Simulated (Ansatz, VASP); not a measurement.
## Ir: VASP beside Ansatz

Contents of INCAR:

```
PREC = Accurate ; ENCUT = 600
EDIFF = 1E-7 ; ISMEAR = 0
SIGMA = 0.1 ; LREAL = F
LASPH = T ; NELM = 60
ALGO = Fast ; ISIF = 3
LWAVE = F ; LCHARG = F
GGA = PE ; IBRION = 2
NSW = 65 ; EDIFFG = -0.01
```

File KPOINTS:

```
regular mesh
0
Gamma
  18 18 5
```

POSCAR

```
Ir
1.0
    2.7480528853      0.0000000000      0.0000000000
   -1.3740264427      2.3798836096      0.0000000000
    0.0000000000      0.0000000000      8.9067998385
Ir
4
Direct
    0.0000000000      0.0000000000      0.0000000000
    0.3333333333      0.6666666667      0.2500000000
    0.0000000000      0.0000000000      0.5000000000
    0.6666666667      0.3333333333      0.7500000000
```

Input for Ansatz:

```yaml
crystal:
  lattice:
    - [2.7480528853, 0.0, 0.0]
    - [-1.3740264427, 2.3798836096, 0.0]
    - [0.0, 0.0, 8.9067998385]
  atoms:
    - { symbol: Ir, position: [0.0, 0.0, 0.0] }
    - { symbol: Ir, position: [0.3333333333, 0.6666666667, 0.25] }
    - { symbol: Ir, position: [0.0, 0.0, 0.5] }
    - { symbol: Ir, position: [0.6666666667, 0.3333333333, 0.75] }
basis:
  ecutwfc: 420
kpoints:
  mp_grid: { grid: [18, 18, 5] }
hamiltonian:
  xc: pbe
scf:
  occupations: { method: gaussian, width: 0.1 }
output:
  forces: true
  stress: true
  eigenvalues: true
  populations: true
relax:
  adjacent_minimum: "off"
  f_tol: 0.01
  max_steps: 45
  cell: { stress_tol: 0.05 }
```

Alike in both runs: task relaxation of cell and atoms; functional PBE; k mesh 18 × 18 × 5; occupations gaussian, width 0.1 eV; no spin polarisation.

```csv
,VASP,Ansatz
version,VASP 6.6.1,Ansatz 0.2.0
potentials or method,"VASP PAW PBE potentials, release 64 (Ir), cutoff 600 eV","scalar-relativistic, plane waves, PAW"
valence electrons in the cell,36,68
```

Ansatz gave:

- gap on the k mesh at the Fermi level, each at its own relaxed structure (eV): none
- relaxed volume (Å³/atom): 14.52
- relaxed length of the cell vector where the two differ most in proportion (Å): 8.938

Question: What did VASP give for the same quantities?

Answer: gap on the k mesh at the Fermi level, each at its own relaxed structure (eV): none; relaxed volume (Å³/atom): 14.55; relaxed length of the cell vector where the two differ most in proportion (Å): 8.943.

A gap of «none» marks a metal or a gap that the smearing closes. VASP's potentials hold 36 valence electrons a cell and Ansatz's 68, so a difference there can come from the potentials and not from the codes.

Spin-orbit coupling is off throughout. Noted on VASP's run: too few bands were computed for a metal, which touches its energy and stress.
